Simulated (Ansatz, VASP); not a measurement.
# Al2O3 in VASP and in Ansatz

```
Al O
1.0
     2.37908    1.37356    4.32990
    -2.37908    1.37356    4.32990
     0.00000   -2.74712    4.32990
Al O
4 6
Direct
  0.35229 0.35229 0.35229
  0.14771 0.14771 0.14771
  0.64771 0.64771 0.64771
  0.85229 0.85229 0.85229
  0.55621 0.94379 0.25000
  0.25000 0.55621 0.94379
  0.94379 0.25000 0.55621
  0.44379 0.05621 0.75000
  0.75000 0.44379 0.05621
  0.05621 0.75000 0.44379
```

Alike in both runs: task single point; functional LDA; k mesh 6 × 6 × 6; occupations gaussian, width 0.1 eV; no spin polarisation.

|  | VASP | Ansatz |
| --- | --- | --- |
| version | VASP 6.6.1 | Ansatz 0.2.0 |
| potentials or method | VASP PAW LDA potentials, release 64 (Al, O), cutoff 520 eV | scalar-relativistic, plane waves, PAW |
| valence electrons in the cell | 48 | 48 |

```csv
,VASP,Ansatz,Ansatz less VASP
gap on the k mesh at the Fermi level (eV),6.19,6.18,-0.005
least direct gap on the mesh (eV),6.19,6.18,-0.005
pressure (GPa),-4.2,-5.0,-0.81
"traceless stress, the component that is largest in VASP (GPa)",-0.45,-0.33,+0.122
rms of the force components (eV/Å),0.045,0.042,-0.0029
```

Ansatz warns that its potentials were made for another functional, while VASP's fit it. LDA's correlation is that of Perdew and Zunger in VASP and of Perdew and Wang (1992) in Ansatz. Atom by atom the forces differ by 0.003 eV/Å (rms over components).
